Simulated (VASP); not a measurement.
# Al (Fd-3m) in VASP: further runs

The runs below take Al through single point, relaxation of cell and atoms, with r2SCAN.

All numbers are computed with VASP 6.6.1; they aren't measurements. Logs are shortened: lines on timing, memory, paths and dates and some standing lists are left out, and cuts for length are marked.

### Step 1. The cell of the first run

Symmetry: Fd-3m, No. 227, cubic system. The conventional cell has a = 6.107 Å, b = 6.107 Å, c = 6.107 Å, α = 90.00°, β = 90.00°, γ = 90.00°. Al (site symmetry -43m) has 4 Al at 2.64 Å within 3.5 Å.

### Step 2. Single point, r2SCAN (volume scaled by 1.04)

POSCAR

```
Al
1.0
    0.0000000000      3.0533944879      3.0533944879
    3.0533944879      0.0000000000      3.0533944879
    3.0533944879      3.0533944879      0.0000000000
Al
2
Direct
    0.1250000000      0.1250000000      0.1250000000
    0.8750000000      0.8750000000      0.8750000000
```

INCAR.step1

```
SYSTEM = Al
PREC = Accurate
ENCUT = 520
ISMEAR = -1
SIGMA = 0.1
LREAL = .FALSE.
LASPH = .TRUE.
NELM = 60
NBANDS = 10
GGA = PE
ALGO = Normal
EDIFF = 1E-4
LWAVE = .TRUE.
LCHARG = .FALSE.
```

INCAR.step2

```
SYSTEM = Al
PREC = Accurate
ENCUT = 520
EDIFF = 1E-7
ISMEAR = -1
SIGMA = 0.1
LREAL = .FALSE.
LASPH = .TRUE.
NELM = 60
ALGO = Normal
ISIF = 2
LWAVE = .FALSE.
LCHARG = .TRUE.
METAGGA = R2SCAN
LMIXTAU = .TRUE.
LELF = .TRUE.
LVHAR = .TRUE.
NBANDS = 10
ISTART = 1
```

KPOINTS

```
Automatic mesh
0
G
  10 10 10
  0 0 0
```

Potentials or basis: VASP PAW PBE potentials, release 64 (Al).

Run with:

```
> cat potpaw_PBE.64/Al/POTCAR > POTCAR
> cp INCAR.step1 INCAR
> mpirun -np 1 vasp_std > vasp.out
> cp INCAR.step2 INCAR
> mpirun -np 1 vasp_std > vasp.out
```

OUTCAR:

```text
SYSTEM = Al
   PREC = Accurate
   ENCUT = 520
   EDIFF = 1E-7
   ISMEAR = -1
   LREAL = .FALSE.
   LASPH = .TRUE.
   NELM = 60
   ISIF = 2
   METAGGA = R2SCAN
   ISTART = 1

 ion  position               nearest neighbor table
   1  0.125  0.125  0.125-   2 2.64   2 2.64   2 2.64   2 2.64
   2  0.875  0.875  0.875-   1 2.64   1 2.64   1 2.64   1 2.64

  LATTYP: Found a face centered cubic cell.
 ALAT       =     6.1067889758

  Lattice vectors:

 A1 = (   0.0000000000,   3.0533944879,   3.0533944879)
 A2 = (   3.0533944879,   0.0000000000,   3.0533944879)
 A3 = (   3.0533944879,   3.0533944879,   0.0000000000)

Analysis of symmetry for initial positions (statically):
=====================================================================
 Subroutine PRICEL returns:
 Original cell was already a primitive cell.

 Routine SETGRP: Setting up the symmetry group for a
 face centered cubic supercell.

 Subroutine GETGRP returns: Found 48 space group operations
 (whereof 12 operations were pure point group operations)
 out of a pool of 48 trial point group operations.

The static configuration has the point symmetry D_3d.
 The point group associated with its full space group is O_h .

Analysis of symmetry for dynamics (positions and initial velocities):
=====================================================================
 Subroutine PRICEL returns:
 Original cell was already a primitive cell.

 Routine SETGRP: Setting up the symmetry group for a
 face centered cubic supercell.

 Subroutine GETGRP returns: Found 48 space group operations
 (whereof 12 operations were pure point group operations)
 out of a pool of 48 trial point group operations.

The dynamic configuration has the point symmetry D_3d.
 The point group associated with its full space group is O_h .

 Subroutine INISYM returns: Found 48 space group operations
 (whereof 12 operations are pure point group operations),
 and found     1 'primitive' translations

----------------------------------------------------------------------------------------

                                     Primitive cell

  volume of cell :      56.9349

  direct lattice vectors                    reciprocal lattice vectors
     0.000000000  3.053394488  3.053394488    -0.163752179  0.163752179  0.163752179
     3.053394488  0.000000000  3.053394488     0.163752179 -0.163752179  0.163752179
     3.053394488  3.053394488  0.000000000     0.163752179  0.163752179 -0.163752179

  length of vectors
     4.318151896  4.318151896  4.318151896     0.283627093  0.283627093  0.283627093

  position of ions in fractional coordinates (direct lattice)
     0.125000000  0.125000000  0.125000000
     0.875000000  0.875000000  0.875000000

  ion indices of the primitive-cell ions
   primitive index   ion index
                 1           1
                 2           2

----------------------------------------------------------------------------------------

 KPOINTS: Automatic mesh

Automatic generation of k-mesh.
 Grid dimensions read from file:
 generate k-points for:   10   10   10

 Generating k-lattice:

  Cartesian coordinates                     Fractional coordinates (reciprocal lattice)
    -0.016375218  0.016375218  0.016375218     0.100000000  0.000000000  0.000000000
     0.016375218 -0.016375218  0.016375218     0.000000000  0.100000000  0.000000000
     0.016375218  0.016375218 -0.016375218     0.000000000  0.000000000  0.100000000

  Length of vectors
     0.028362709  0.028362709  0.028362709

  Shift w.r.t. Gamma in fractional coordinates (k-lattice)
     0.000000000  0.000000000  0.000000000

 Subroutine IBZKPT returns following result:
 ===========================================

 Found     47 irreducible k-points:

 Following reciprocal coordinates:
            Coordinates               Weight
  0.000000  0.000000  0.000000      1.000000
  0.100000  0.000000  0.000000      8.000000
  0.200000  0.000000  0.000000      8.000000
  0.300000  0.000000  0.000000      8.000000
  0.400000  0.000000  0.000000      8.000000
  0.500000  0.000000  0.000000      4.000000
[... 16 lines left out ...]
  0.300000  0.300000  0.000000      6.000000
  0.400000  0.300000  0.000000     24.000000
 [... further k-points ...]
   k-points           NKPTS =     47   k-points in BZ     NKDIM =     47   number of bands    NBANDS=     10
   number of dos      NEDOS =    301   number of ions     NIONS =      2
   total plane-waves  NPLWV =  32768
   dimension x,y,z NGX =    32 NGY =   32 NGZ =   32
   dimension x,y,z NGXF=    64 NGYF=   64 NGZF=   64
   ions per type =               2
   NGX,Y,Z   is equivalent  to a cutoff of  12.32, 12.32, 12.32 a.u.
   NGXF,Y,Z  is equivalent  to a cutoff of  24.64, 24.64, 24.64 a.u.
 SYSTEM =  Al
   PREC   = accura    normal or accurate (medium, high low for compatibility)
   ISTART =      1    job   : 0-new  1-cont  2-samecut
   ICHARG =      0    charge: 1-file 2-atom 10-const
   ISPIN  =      1    spin polarized calculation?
   LNONCOLLINEAR =      F non collinear calculations
   LSORBIT =      F    spin-orbit coupling
   LASPH  =      T    aspherical Exc in radial PAW
   ENCUT  =  520.0 eV  38.22 Ry    6.18 a.u.   8.03  8.03  8.03*2*pi/ulx,y,z
   NELM   =     60;   NELMIN=  2; NELMDL=  0     # of ELM steps
   EDIFF  = 0.1E-06   stopping-criterion for ELM
   LREAL  =      F    real-space projection
   EDIFFG = 0.1E-05   stopping-criterion for IOM
   NSW    =      0    number of steps for IOM
   IBRION =     -1    ionic relax: 0-MD 1-quasi-New 2-CG
   NFREE  =      0    steps in history (QN), initial steepest desc. (CG)
   ISIF   =      2    stress and relaxation
   ISYM   =      2    0-nonsym 1-usesym 2-fastsym
   POTIM  = 0.5000    time-step for ionic-motion
   TEBEG  =    0.0;   TEEND  =   0.0 temperature during run
   PSTRESS=    0.0 pullay stress
   NELECT =       6.0000    total number of electrons
   NUPDOWN=      -1.0000    fix difference up-down
   EMIN   =  10.00;   EMAX   =-10.00  energy-range for DOS
   EFERMI =   0.00;   METHOD = LEGACY
   ISMEAR =    -1;   SIGMA  =   0.10  broadening in eV -4-tet -1-fermi 0-gaus
   EFERMI_NEDOS =   21; number of points for ismear=-14 and -15
   IALGO  =     38    algorithm
   IMIX   =      4    mixing-type and parameters
     AMIX     =   0.40;   BMIX     =  1.00
     AMIX_MAG =   1.60;   BMIX_MAG =  1.00
  volume/ion in A,a.u.               =      28.47       192.11
  Fermi-wavevector in a.u.,A,eV,Ry     =   0.773272  1.461272  8.135600  0.597950
  Thomas-Fermi vector in A             =   1.875081
   LORBIT       =      0    0 simple, 1 ext, 2 COOP (PROOUT), +10 PAW based schemes
   METAGGA = R2SCAN    functional components
   LHFCALC =     F    Hartree Fock is set to
   AEXX    =    0.0000 exact exchange contribution
   IVDW    =     0    specifies the selected vdW correction
   LEPSILON=     F    determine dielectric tensor
   LRPA    =     F    only Hartree local field effects (RPA)
 non-spin polarized calculation
  energy-cutoff  :      520.00
  volume of cell :       56.93
 maximum number of plane-waves:      1550
   NGX = 17   NGY = 17   NGZ = 17

 number of electron       6.0000000 magnetization

 Free energy of the ion-electron system (eV)
  ---------------------------------------------------
  ext. energy  EPLUGINS =         0.00000000
  ---------------------------------------------------
  free energy    TOTEN  =       -11.85771672 eV

  energy without entropy =      -11.80950586  energy(sigma->0) =      -11.83361129

 E-fermi :   2.5289     XC(G=0):  -8.4298

 val. band max:        2.4804432960   @ k =   0.5000   0.3000   0.0000
 cond. band min:       2.5586153821   @ k =   0.2000   0.2000   0.0000
 fundamental gap:      0.0781720862
 Fermi energy:         2.5289469701

 k-point     1 :       0.0000    0.0000    0.0000
  band No.  band energies     occupation
      1      -5.6111      2.00000
      2       4.7047      0.00000
      3       4.7047      0.00000
      4       4.7047      0.00000
      5       6.6397      0.00000
      6       6.6397      0.00000
      7       6.6397      0.00000
      8       8.0983      0.00000
      9      10.7424      0.00000
     10      10.7424      0.00000

 k-point     2 :       0.1000    0.0000    0.0000
  band No.  band energies     occupation
      1      -5.4971      2.00000
      2       3.7014      0.00002
      3       4.5129      0.00000
      4       4.5129      0.00000
      5       6.7771      0.00000
      6       6.9155      0.00000
      7       6.9155      0.00000
      8       8.7664      0.00000
      9      10.4078      0.00000
     10      10.4078      0.00000

 k-point     3 :       0.2000    0.0000    0.0000
  band No.  band energies     occupation
      1      -5.1600      2.00000
      2       2.0750      1.97886
      3       4.1642      0.00000
      4       4.1642      0.00000
      5       6.5617      0.00000
      6       7.3512      0.00000
      7       7.3512      0.00000
      8      10.1357      0.00000
      9      10.1357      0.00000
     10      10.1471      0.00000

 k-point     4 :       0.3000    0.0000    0.0000
  band No.  band energies     occupation
      1      -4.6201      2.00000
      2       0.5135      2.00000
      3       3.8701      0.00000
      4       3.8701      0.00000
      5       6.2837      0.00000
      6       7.4080      0.00000
      7       7.4080      0.00000
      8      10.6893      0.00000
      9      10.6893      0.00000
     10      11.0362      0.00000
[... 222 lines left out ...]
 k-point    22 :      -0.2000    0.2000    0.0000
  band No.  band energies     occupation
      1      -4.4318      2.00000
      2       0.8820      2.00000
      3       1.9260      1.99520
      4       3.9404      0.00000
      5       6.9767      0.00000
      6       7.8825      0.00000
      7       8.2427      0.00000
      8       9.3143      0.00000
      9       9.4574      0.00000
     10      13.5879      0.00000

 k-point    23 :       0.3000    0.3000    0.0000
  band No.  band energies     occupation
      1      -4.2601      2.00000
      2       1.0082      2.00000
      3       2.6497      0.46042
      4       2.6497      0.46042
      5       5.0950      0.00000
      6       6.2901      0.00000
      7      10.3292      0.00000
      8      10.3292      0.00000
      9      12.2364      0.00000
     10      12.8122      0.00000

 k-point    24 :       0.4000    0.3000    0.0000
  band No.  band energies     occupation
      1      -3.7224      2.00000
      2       0.1216      2.00000
      3       2.0680      1.98028
      4       2.4703      1.28522
      5       5.2434      0.00000
      6       6.1925      0.00000
      7      10.5922      0.00000
      8      10.6243      0.00000
      9      13.2015      0.00000
     10      14.2132      0.00000

 [... further k-points ...]

------------------------ aborting loop because EDIFF is reached ----------------------------------------

  FORCE on cell =-STRESS in cart. coord.  units (eV):
  Direction    XX          YY          ZZ          XY          YZ          ZX
  --------------------------------------------------------------------------------------
  -------------------------------------------------------------------------------------
  Total       -0.5634933     -0.5634933     -0.5634933      0.0000000     -0.0000000      0.0000000
  in kB      -15.8569852    -15.8569852    -15.8569852      0.0000000     -0.0000000      0.0000000
  external PRESSURE =     -15.8569852 kB  Pullay stress =       0.0000000 kB

 VOLUME and BASIS-vectors are now :
 -----------------------------------------------------------------------------
  energy-cutoff  :      520.00
  volume of cell :       56.93
      direct lattice vectors                 reciprocal lattice vectors
     0.000000000  3.053394488  3.053394488    -0.163752179  0.163752179  0.163752179
     3.053394488  0.000000000  3.053394488     0.163752179 -0.163752179  0.163752179
     3.053394488  3.053394488  0.000000000     0.163752179  0.163752179 -0.163752179

 POSITION                                       TOTAL-FORCE (eV/Angst)
 -----------------------------------------------------------------------------------
      0.76335      0.76335      0.76335        -0.000000      0.000000     -0.000000
      5.34344      5.34344      5.34344         0.000000     -0.000000      0.000000
 -----------------------------------------------------------------------------------
    total drift:                                0.000000     -0.000000     -0.000000

  FREE ENERGIE OF THE ION-ELECTRON SYSTEM (eV)
  ---------------------------------------------------
  free  energy   TOTEN  =       -11.8577167170 eV

  energy  without entropy=      -11.8095058594  energy(sigma->0) =      -11.83361129
```

It took 56 s on 1 thread of AMD EPYC 9R45 (Zen 5), shared host; peak memory 0.15 GiB.

Results:

```yaml
Free_energy: -11.8577 eV
Pressure: -1.6 GPa
Band_gap_on_the_k_mesh: zero (band 3 reaches 4.70 eV, above the bottom of band 4 at 1.21 eV)
```

Caveat: the PAW data sets were made with another functional, which shifts forces and pressure a little.

(Part 1 of 3 ends here.)
